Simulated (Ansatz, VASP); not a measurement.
One calculation of NaH, two programs

Contents of INCAR:

```
PREC = Accurate ; ENCUT = 500
EDIFF = 1E-6 ; ISMEAR = 0
SIGMA = 0.01 ; LREAL = F
LASPH = T ; NELM = 120
ALGO = Normal ; ISIF = 2
LWAVE = F ; LCHARG = F
GGA = PS ; NBANDS = 11
GGA_COMPAT = F
```

KPOINTS

```
regular mesh
0
Gamma
  8 8 8
```

POSCAR

```
NaH
1.0
    2.3477633088      2.3477633088      0.0000000000
   -2.3477633088      2.3477633088      0.0000000000
    0.0000000000      2.3477633088      2.4226658157
Na H
1 1
Direct
    0.0000000000      0.0000000000      0.0000000000
    0.5000000000      0.5000000000      0.0000000000
```

Input for Ansatz:

```yaml
crystal:
  lattice:
    - [2.34776330882, 2.34776330882, 0.0]
    - [-2.34776330882, 2.34776330882, 0.0]
    - [0.0, 2.34776330882, 2.42266581567]
  atoms:
    - { symbol: Na, position: [0.0, 0.0, 0.0] }
    - { symbol: H, position: [0.5, 0.5, 0.0] }
kpoints:
  mp_grid: { grid: [8, 8, 8] }
scf:
  occupations: { method: fixed }
  convergence: { dr2_threshold: 1.0e-10 }
hamiltonian:
  xc: pbesol
  pseudopotentials: { kind: all_electron, lapw: { basis_error: 0.0005 } }
output:
  forces: true
  stress: true
  eigenstates:
    kpoints:
      - [0.0, 0.0, 0.0]
      - [0.5, 0.0, 0.0]
      - [0.0, 0.5, 0.5]
      - [0.0, -0.5, 0.0]
      - [0.5, 0.0, 0.5]
      - [-0.75, 0.25, -0.25]
      - [-0.75, -0.25, -0.5]
      - [-0.5, -0.5, -0.75]
      - [-0.5, -0.5, -0.5]
      - [-0.5, 0.5, 0.0]
      - [0.0, 0.0, -0.5]
  eigenvalues: true
```

Change from the starting cell: film at in-plane strain -0.02.

Alike in both runs: task single point; functional PBEsol; k mesh 8 × 8 × 8; no spin polarisation.

```csv
,VASP,Ansatz
version,VASP 6.6.1,Ansatz 0.2.0
potentials or method,"VASP PAW PBE potentials, release 64 (Na_pv, H), cutoff 500 eV","all-electron LAPW, scalar-relativistic"
occupations,"gaussian, width 0.01 eV",fixed
```

```tsv
	VASP	Ansatz	Ansatz less VASP
gap on the k mesh at the Fermi level (eV)	3.62	3.63	+0.003
pressure (GPa)	0.7	0.8	+0.05
traceless stress, the component that is largest in VASP (GPa)	-0.82	-0.81	+0.010
```

VASP's potentials were made for PBE, not for PBEsol. Ansatz ran all-electron here, and VASP with PAW potentials.
